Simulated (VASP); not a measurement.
# Ru (P2_1/m) in VASP: further runs

Ru is run at these levels: PBE; tasks: single point.

All numbers are computed with VASP 6.6.1; they aren't measurements. Logs are shortened: lines on timing, memory, paths and dates and some standing lists are left out, and cuts for length are marked.

### 1 The cell of the first run

It takes space group P2_1/m (No. 11, monoclinic). The conventional cell has a = 2.706 Å, b = 4.282 Å, c = 2.706 Å, α = 90.00°, β = 120.00°, γ = 90.00°. Ru (site symmetry m) has 12 Ru at 2.53 to 2.84 Å within 3.3 Å.

### 2 Single point, PBE (atom 1 (Ru) moved by (-0.225, +0.225) A along x and y)

Contents of INCAR:

```
SYSTEM = Ru
PREC = Accurate
ENCUT = 520
EDIFF = 1E-6
ISMEAR = 0
SIGMA = 0.15
LREAL = .False.
LASPH = .True.
NELM = 80
ALGO = Fast
ISIF = 2
LWAVE = .False.
LCHARG = .False.
GGA = PE
NBANDS = 21
```

Contents of KPOINTS:

```
Automatic mesh
0
Gamma
  24 24 12
  0 0 0
```

Contents of POSCAR:

```
Ru
1.0
    2.7057993342      0.0000000000      0.0000000000
   -1.3528996671      2.3432909610      0.0000000000
    0.0000000000      0.0000000000      4.2819000000
Ru
2
Direct
    0.2981880111      0.7626854726      0.2500000000
    0.6666666667      0.3333333333      0.7500000000
```

Potentials or basis: VASP PAW PBE potentials, release 64 (Ru_pv).

Run with:

```bash
cat potpaw_PBE.64/Ru_pv/POTCAR > POTCAR
mpirun -np 1 vasp_std > vasp.out
```

OUTCAR:

```text
SYSTEM = Ru
   PREC = Accurate
   ENCUT = 520
   EDIFF = 1E-6
   ISMEAR = 0
   LREAL = .False.
   LASPH = .True.
   NELM = 80
   ISIF = 2
   GGA = PE

 ion  position               nearest neighbor table
   1  0.298  0.763  0.250-   2 2.53   2 2.53   2 2.62   2 2.62   2 2.84   2 2.84
   2  0.667  0.333  0.750-   1 2.53   1 2.53   1 2.62   1 2.62   1 2.84   1 2.84

  LATTYP: Found a hexagonal cell.
 ALAT       =     2.7057993342
 C/A-ratio  =     1.5824898565

  Lattice vectors:

 A1 = (   2.7057993342,   0.0000000000,   0.0000000000)
 A2 = (  -1.3528996671,   2.3432909610,   0.0000000000)
 A3 = (   0.0000000000,   0.0000000000,   4.2819000000)

Analysis of symmetry for initial positions (statically):
=====================================================================
 Subroutine PRICEL returns:
 Original cell was already a primitive cell.

 Routine SETGRP: Setting up the symmetry group for a
 hexagonal supercell.

 Subroutine GETGRP returns: Found  4 space group operations
 (whereof  1 operations were pure point group operations)
 out of a pool of 24 trial point group operations.

The static configuration has the point symmetry C_1 .
 The point group associated with its full space group is C_2h.

Analysis of symmetry for dynamics (positions and initial velocities):
=====================================================================
 Subroutine PRICEL returns:
 Original cell was already a primitive cell.

 Routine SETGRP: Setting up the symmetry group for a
 hexagonal supercell.

 Subroutine GETGRP returns: Found  4 space group operations
 (whereof  1 operations were pure point group operations)
 out of a pool of 24 trial point group operations.

The dynamic configuration has the point symmetry C_1 .
 The point group associated with its full space group is C_2h.

 Subroutine INISYM returns: Found  4 space group operations
 (whereof  1 operations are pure point group operations),
 and found     1 'primitive' translations

----------------------------------------------------------------------------------------

                                     Primitive cell

  volume of cell :      27.1493

  direct lattice vectors                    reciprocal lattice vectors
     2.705799334  0.000000000  0.000000000     0.369576556  0.213375124  0.000000000
    -1.352899667  2.343290961  0.000000000     0.000000000  0.426750249  0.000000000
     0.000000000  0.000000000  4.281900000     0.000000000  0.000000000  0.233541185

  length of vectors
     2.705799334  2.705799334  4.281900000     0.426750249  0.426750249  0.233541185

  position of ions in fractional coordinates (direct lattice)
     0.298188011  0.762685473  0.250000000
     0.666666667  0.333333333  0.750000000

  ion indices of the primitive-cell ions
   primitive index   ion index
                 1           1
                 2           2

----------------------------------------------------------------------------------------

 KPOINTS: Automatic mesh

Automatic generation of k-mesh.
 Grid dimensions read from file:
 generate k-points for:   24   24   12

 Generating k-lattice:

  Cartesian coordinates                     Fractional coordinates (reciprocal lattice)
     0.015399023  0.008890630  0.000000000     0.041666667  0.000000000  0.000000000
     0.000000000  0.017781260  0.000000000     0.000000000  0.041666667  0.000000000
     0.000000000  0.000000000  0.019461765     0.000000000  0.000000000  0.083333333

  Length of vectors
     0.017781260  0.017781260  0.019461765

  Shift w.r.t. Gamma in fractional coordinates (k-lattice)
     0.000000000  0.000000000  0.000000000

 Subroutine IBZKPT returns following result:
 ===========================================

 Found   2030 irreducible k-points:

 Following reciprocal coordinates:
            Coordinates               Weight
  0.000000  0.000000  0.000000      1.000000
  0.041667  0.000000  0.000000      2.000000
  0.000000  0.041667  0.000000      2.000000
 -0.041667  0.041667  0.000000      2.000000
  0.083333  0.000000  0.000000      2.000000
  0.000000  0.083333  0.000000      2.000000
[... 16 lines left out ...]
  0.333333  0.000000  0.000000      2.000000
  0.000000  0.333333  0.000000      2.000000
 [... further k-points ...]
   k-points           NKPTS =   2030   k-points in BZ     NKDIM =   2030   number of bands    NBANDS=     21
   number of dos      NEDOS =    301   number of ions     NIONS =      2
   total plane-waves  NPLWV =  12800
   dimension x,y,z NGX =    20 NGY =   20 NGZ =   32
   dimension x,y,z NGXF=    40 NGYF=   40 NGZF=   64
   ions per type =               2
   NGX,Y,Z   is equivalent  to a cutoff of  12.29, 12.29, 12.42 a.u.
   NGXF,Y,Z  is equivalent  to a cutoff of  24.58, 24.58, 24.85 a.u.
 SYSTEM =  Ru
   PREC   = accura    normal or accurate (medium, high low for compatibility)
   ISTART =      0    job   : 0-new  1-cont  2-samecut
   ICHARG =      2    charge: 1-file 2-atom 10-const
   ISPIN  =      1    spin polarized calculation?
   LNONCOLLINEAR =      F non collinear calculations
   LSORBIT =      F    spin-orbit coupling
   LASPH  =      T    aspherical Exc in radial PAW
   ENCUT  =  520.0 eV  38.22 Ry    6.18 a.u.   5.03  5.03  7.96*2*pi/ulx,y,z
   NELM   =     80;   NELMIN=  2; NELMDL= -5     # of ELM steps
   EDIFF  = 0.1E-05   stopping-criterion for ELM
   LREAL  =      F    real-space projection
   EDIFFG = 0.1E-04   stopping-criterion for IOM
   NSW    =      0    number of steps for IOM
   IBRION =     -1    ionic relax: 0-MD 1-quasi-New 2-CG
   NFREE  =      0    steps in history (QN), initial steepest desc. (CG)
   ISIF   =      2    stress and relaxation
   ISYM   =      2    0-nonsym 1-usesym 2-fastsym
   POTIM  = 0.5000    time-step for ionic-motion
   TEBEG  =    0.0;   TEEND  =   0.0 temperature during run
   PSTRESS=    0.0 pullay stress
   NELECT =      28.0000    total number of electrons
   NUPDOWN=      -1.0000    fix difference up-down
   EMIN   =  10.00;   EMAX   =-10.00  energy-range for DOS
   EFERMI =   0.00;   METHOD = LEGACY
   ISMEAR =     0;   SIGMA  =   0.15  broadening in eV -4-tet -1-fermi 0-gaus
   EFERMI_NEDOS =   21; number of points for ismear=-14 and -15
   IALGO  =     68    algorithm
   IMIX   =      4    mixing-type and parameters
     AMIX     =   0.40;   BMIX     =  1.00
     AMIX_MAG =   1.60;   BMIX_MAG =  1.00
  volume/ion in A,a.u.               =      13.57        91.61
  Fermi-wavevector in a.u.,A,eV,Ry     =   1.654022  3.125649 37.222686  2.735790
  Thomas-Fermi vector in A             =   2.742361
   LORBIT       =      0    0 simple, 1 ext, 2 COOP (PROOUT), +10 PAW based schemes
   GGA     = PE    functional components
   LHFCALC =     F    Hartree Fock is set to
   AEXX    =    0.0000 exact exchange contribution
   IVDW    =     0    specifies the selected vdW correction
   LEPSILON=     F    determine dielectric tensor
   LRPA    =     F    only Hartree local field effects (RPA)
 non-spin polarized calculation
 RMM-DIIS sequential band-by-band and
 Gauss-broadening in eV      SIGMA  =   0.15
  energy-cutoff  :      520.00
  volume of cell :       27.15
 maximum number of plane-waves:       756
   NGX =  9   NGY =  9   NGZ = 15

 number of electron      28.0000007 magnetization

 Free energy of the ion-electron system (eV)
  ---------------------------------------------------
  ext. energy  EPLUGINS =         0.00000000
  ---------------------------------------------------
  free energy    TOTEN  =       -18.10935854 eV

  energy without entropy =      -18.08811304  energy(sigma->0) =      -18.09873579

 E-fermi :  12.9224     XC(G=0): -14.1106

 val. band max:       12.9223543373   @ k =  -0.2500   0.2917  -0.1667
 cond. band min:      12.9228411416   @ k =  -0.0833   0.0417   0.2500
 fundamental gap:      0.0004868043
 Fermi energy:        12.9224333273

 k-point     1 :       0.0000    0.0000    0.0000
  band No.  band energies     occupation
      1     -30.8363      2.00000
      2     -29.9220      2.00000
      3     -29.7310      2.00000
      4     -29.7145      2.00000
      5     -29.6313      2.00000
      6     -29.5960      2.00000
[... 13 lines left out ...]
     20      23.3361      0.00000
     21      23.3847      0.00000

 k-point     2 :       0.0417    0.0000    0.0000
  band No.  band energies     occupation
      1     -30.8299      2.00000
      2     -29.9309      2.00000
      3     -29.7395      2.00000
      4     -29.7194      2.00000
      5     -29.6414      2.00000
      6     -29.5993      2.00000
[... 13 lines left out ...]
     20      23.3361      0.00000
     21      23.3797      0.00000

 k-point     3 :       0.0000    0.0417    0.0000
  band No.  band energies     occupation
      1     -30.8295      2.00000
      2     -29.9328      2.00000
      3     -29.7407      2.00000
      4     -29.7156      2.00000
      5     -29.6422      2.00000
      6     -29.5997      2.00000
[... 13 lines left out ...]
     20      23.3360      0.00000
     21      23.3795      0.00000

 k-point     4 :      -0.0417    0.0417    0.0000
  band No.  band energies     occupation
      1     -30.8320      2.00000
      2     -29.9257      2.00000
      3     -29.7506      2.00000
      4     -29.7208      2.00000
      5     -29.6339      2.00000
      6     -29.5969      2.00000
[... 13 lines left out ...]
     20      23.3362      0.00000
     21      23.3807      0.00000

 k-point     5 :       0.0833    0.0000    0.0000
  band No.  band energies     occupation
      1     -30.8110      2.00000
      2     -29.9577      2.00000
      3     -29.7624      2.00000
      4     -29.7398      2.00000
      5     -29.6657      2.00000
      6     -29.6090      2.00000
[... 13 lines left out ...]
     20      23.3360      0.00000
     21      23.3684      0.00000
[... 382 lines left out ...]
     20      23.3369      0.00000
     21      25.4943      0.00000

 k-point    22 :      -0.2917    0.2917    0.0000
  band No.  band energies     occupation
      1     -30.6706      2.00000
      2     -30.2858      2.00000
      3     -30.1065      2.00000
      4     -30.0395      2.00000
      5     -29.7253      2.00000
      6     -29.6359      2.00000
[... 13 lines left out ...]
     20      23.3368      0.00000
     21      25.8649      0.00000

 k-point    23 :       0.3333    0.0000    0.0000
  band No.  band energies     occupation
      1     -30.4943      2.00000
      2     -30.3986      2.00000
      3     -30.2396      2.00000
      4     -29.9635      2.00000
      5     -29.8002      2.00000
      6     -29.7823      2.00000
[... 13 lines left out ...]
     20      23.3357      0.00000
     21      24.3859      0.00000

 k-point    24 :       0.0000    0.3333    0.0000
  band No.  band energies     occupation
      1     -30.4607      2.00000
      2     -30.4167      2.00000
      3     -30.2528      2.00000
      4     -29.9554      2.00000
      5     -29.8359      2.00000
      6     -29.7609      2.00000
[... 13 lines left out ...]
     20      23.3360      0.00000
     21      24.2788      0.00000

 [... further k-points ...]
[... 5 lines left out ...]
  --------------------------------------------------------------------------------------
  -------------------------------------------------------------------------------------
  Total        0.3224299      1.6922486      2.5193141      0.7694792      0.0000000      0.0000000
  in kB       19.0277582     99.8657164    148.6738435     45.4097563      0.0000000      0.0000000
  external PRESSURE =      89.1891060 kB  Pullay stress =       0.0000000 kB

 VOLUME and BASIS-vectors are now :
 -----------------------------------------------------------------------------
  energy-cutoff  :      520.00
  volume of cell :       27.15
      direct lattice vectors                 reciprocal lattice vectors
     2.705799334  0.000000000  0.000000000     0.369576556  0.213375124  0.000000000
    -1.352899667  2.343290961  0.000000000     0.000000000  0.426750249  0.000000000
     0.000000000  0.000000000  4.281900000     0.000000000  0.000000000  0.233541185

 POSITION                                       TOTAL-FORCE (eV/Angst)
 -----------------------------------------------------------------------------------
     -0.22500      1.78719      1.07048         1.663354     -1.471625     -0.000000
      1.35290      0.78110      3.21143        -1.663354      1.471625      0.000000
 -----------------------------------------------------------------------------------
    total drift:                               -0.000006     -0.000006      0.000000

  FREE ENERGIE OF THE ION-ELECTRON SYSTEM (eV)
  ---------------------------------------------------
  free  energy   TOTEN  =       -18.1093585357 eV

  energy  without entropy=      -18.0881130424  energy(sigma->0) =      -18.09873579
```

Run time: 21 min. Hardware: 1 thread of Intel Xeon 8259CL, shared host; peak memory 0.91 GiB.

What came out:

| Property | Result |
| --- | --- |
| Free energy | -18.1094 eV |
| Pressure | 8.9 GPa |
| Largest force | 2.221 eV/Å |
| Band gap on the k mesh | zero (bands 14 and 15 overlap by 2.99 eV) |

Forces in eV/Å, atoms in the order of the input:
```
Ru   1.663 -1.472  0.000
Ru  -1.663  1.472  0.000
```

Levels at points of the mesh, in eV from the Fermi level:
| k point | band 12 | band 13 | band 14 | band 15 | band 16 | band 17 |
| --- | --- | --- | --- | --- | --- | --- |
| (0.00, 0.00, 0.00) | -2.25 | -1.82 | -1.53 | -0.31 | -0.02 | 1.23 |
| (0.50, 0.00, 0.00) | -2.07 | -2.06 | 1.02 | 1.38 | 1.78 | 4.24 |
| (0.00, 0.50, 0.00) | -2.43 | -1.84 | 1.27 | 1.30 | 1.90 | 4.68 |
| (0.50, 0.50, 0.00) | -1.03 | -0.81 | 1.48 | 1.69 | 2.09 | 3.06 |
| (0.00, 0.00, 0.50) | -2.78 | -2.54 | -2.54 | 0.06 | 0.06 | 0.55 |
| (0.50, 0.00, 0.50) | -0.77 | 0.89 | 0.89 | 1.61 | 1.61 | 3.12 |
| (0.00, 0.50, 0.50) | -0.83 | 1.29 | 1.29 | 1.60 | 1.60 | 2.62 |
| (0.50, 0.50, 0.50) | -1.27 | -0.53 | -0.53 | 1.65 | 1.65 | 4.46 |

Caveat: the cell differs from its parent crystal (atom 1 (Ru) moved by (-0.225, +0.225) A along x and y); the cell stands under pressure; forces of over 1 eV/Å act on the atoms, so gaps and moduli don't describe the material at rest.

### 3 Single point, PBE (atom 1 (Ru) moved by (-0.450, -0.225) A along x and y)

Contents of INCAR:

```
SYSTEM = Ru
ALGO = Fast
EDIFF = 1E-7
ENCUT = 520
GGA = PE
ISIF = 2
ISMEAR = 0
LASPH = .True.
LCHARG = .False.
LREAL = .False.
LWAVE = .False.
NBANDS = 21
NELM = 100
PREC = Accurate
SIGMA = 0.15
```

Contents of KPOINTS:

```
k-points
0
Gamma
  24 24 12
  0 0 0
```

Changes to POSCAR since step 2:

```diff
@@ -8,3 +8,3 @@
 Direct
-    0.2981880111      0.7626854726      0.2500000000
+    0.1190144800      0.5706478607      0.2500000000
     0.6666666667      0.3333333333      0.7500000000
```

Potentials or basis: VASP PAW PBE potentials, release 64 (Ru_pv).

Run with:

```bash
cat potpaw_PBE.64/Ru_pv/POTCAR > POTCAR
mpirun -np 1 vasp_std > vasp.out
```

OUTCAR:

```text
SYSTEM = Ru
   EDIFF = 1E-7
   ENCUT = 520
   GGA = PE
   ISIF = 2
   ISMEAR = 0
   LASPH = .True.
   LREAL = .False.
   NELM = 100
   PREC = Accurate

 ion  position               nearest neighbor table
   1  0.119  0.571  0.250-   2 2.39   2 2.39   2 2.82   2 2.82   2 2.85   2 2.85
   2  0.667  0.333  0.750-   1 2.39   1 2.39   1 2.82   1 2.82   1 2.85   1 2.85

  LATTYP: Found a hexagonal cell.
 ALAT       =     2.7057993342
 C/A-ratio  =     1.5824898565

  Lattice vectors:

 A1 = (   2.7057993342,   0.0000000000,   0.0000000000)
 A2 = (  -1.3528996671,   2.3432909610,   0.0000000000)
[... 191 lines left out ...]
      4     -29.6102      2.00000
      5     -29.6096      2.00000
      6     -29.4840      2.00000
[... 565 lines left out ...]
     20      23.4185      0.00000
     21      24.6463      0.00000

 [... further k-points ...]
[... 5 lines left out ...]
  --------------------------------------------------------------------------------------
  -------------------------------------------------------------------------------------
  Total        2.4855900      1.1244725      4.9791542      1.4053437      0.0000000      0.0000000
  in kB      146.6836636     66.3591960    293.8379181     82.9344203      0.0000000      0.0000000
  external PRESSURE =     168.9602592 kB  Pullay stress =       0.0000000 kB

 VOLUME and BASIS-vectors are now :
 -----------------------------------------------------------------------------
  energy-cutoff  :      520.00
  volume of cell :       27.15
      direct lattice vectors                 reciprocal lattice vectors
     2.705799334  0.000000000  0.000000000     0.369576556  0.213375124  0.000000000
    -1.352899667  2.343290961  0.000000000     0.000000000  0.426750249  0.000000000
     0.000000000  0.000000000  4.281900000     0.000000000  0.000000000  0.233541185

 POSITION                                       TOTAL-FORCE (eV/Angst)
 -----------------------------------------------------------------------------------
     -0.45000      1.33719      1.07048         2.377090      1.137338     -0.000000
      1.35290      0.78110      3.21143        -2.377090     -1.137338      0.000000
 -----------------------------------------------------------------------------------
    total drift:                               -0.000010     -0.000009      0.000000

  FREE ENERGIE OF THE ION-ELECTRON SYSTEM (eV)
  ---------------------------------------------------
  free  energy   TOTEN  =       -17.7209450423 eV

  energy  without entropy=      -17.6963779452  energy(sigma->0) =      -17.70866149
```

stdout:

```text
POSCAR found type information on POSCAR Ru
 POSCAR found :  1 types and       2 ions
 scaLAPACK will be used
 LDA part: xc-table for (Slater+PW92), standard interpolation
 POSCAR, INCAR and KPOINTS ok, starting setup
 FFT: planning ... GRIDC
 FFT: planning ... GRID_SOFT
 FFT: planning ... GRID
 WAVECAR not read
 entering main loop
WARNING in EDDRMM: call to ZHEGV failed, returncode =   6  3     20
WARNING in EDDRMM: call to ZHEGV failed, returncode =   8  4     19
WARNING in EDDRMM: call to ZHEGV failed, returncode =   8  4     19
WARNING in EDDRMM: call to ZHEGV failed, returncode =   8  4     19
WARNING in EDDRMM: call to ZHEGV failed, returncode =   6  3     20
WARNING in EDDRMM: call to ZHEGV failed, returncode =   6  3     20
WARNING in EDDRMM: call to ZHEGV failed, returncode =   6  3     19
WARNING in EDDRMM: call to ZHEGV failed, returncode =   6  3     21
WARNING in EDDRMM: call to ZHEGV failed, returncode =   8  4     20
WARNING in EDDRMM: call to ZHEGV failed, returncode =   8  4     21
[... 10 lines left out ...]
WARNING in EDDRMM: call to ZHEGV failed, returncode =   8  4     20
WARNING in EDDRMM: call to ZHEGV failed, returncode =   8  4     20
WARNING in EDDRMM: call to ZHEGV failed, returncode =   8  4     19
WARNING in EDDRMM: call to ZHEGV failed, returncode =   6  3     21
WARNING in EDDRMM: call to ZHEGV failed, returncode =   6  3     19
WARNING in EDDRMM: call to ZHEGV failed, returncode =   8  4     21
WARNING in EDDRMM: call to ZHEGV failed, returncode =   6  3     20
WARNING in EDDRMM: call to ZHEGV failed, returncode =   8  4     19
WARNING in EDDRMM: call to ZHEGV failed, returncode =   6  3     21
WARNING in EDDRMM: call to ZHEGV failed, returncode =   8  4     21
```

It took 30 min on 1 thread of AMD EPYC 7R13, shared host; peak memory 0.88 GiB.

Results:

```
Free energy            : -17.7209 eV
Pressure               : 16.9 GPa
Largest force          : 2.635 eV/Å
Band gap on the k mesh : zero (bands 14 and 15 overlap by 3.05 eV)
```

Forces on the atoms (eV/Å):
```
Ru   2.377  1.137  0.000
Ru  -2.377 -1.137  0.000
```

Stress tensor (GPa, compression positive):
```
14.67  8.29  0.00
 8.29  6.64  0.00
 0.00  0.00 29.38
```

Caveat: the cell differs from its parent crystal (atom 1 (Ru) moved by (-0.450, -0.225) A along x and y); the cell stands under pressure; forces of over 1 eV/Å act on the atoms, so gaps and moduli don't describe the material at rest.
